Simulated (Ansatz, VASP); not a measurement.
**Mg: VASP beside Ansatz**

```xyz
1
Lattice="-1.9565 1.9565 1.8904 1.9565 -1.9565 1.8904 1.9565 1.9565 -1.8904" Properties=species:S:1:pos:R:3 pbc="T T T"
Mg    0.0000    0.0000    1.8904
```

Alike in both runs: task single point; functional PBE; k mesh 16 × 16 × 16; occupations gaussian, width 0.1 eV; no spin polarisation.

|  | VASP | Ansatz |
| --- | --- | --- |
| version | VASP 6.6.1 | Ansatz 0.2.0 |
| potentials or method | VASP PAW PBE potentials, release 64 (Mg), cutoff 520 eV | scalar-relativistic, plane waves, PAW |
| valence electrons in the cell | 2 | 10 |

Ansatz gave:

| Property | Result |
| --- | --- |
| gap on the k mesh at the Fermi level (eV) | none |
| pressure (GPa) | -5.0 |

**Question.** What did VASP give for the same quantities?

**Answer.** gap on the k mesh at the Fermi level (eV): none; pressure (GPa): -5.1.

A gap of «none» marks a metal or a gap that the smearing closes. The functional is the same, so the differences come from potentials, cutoffs and numerics. VASP's potentials hold 2 valence electrons a cell and Ansatz's 10, so a difference there can come from the potentials and not from the codes.
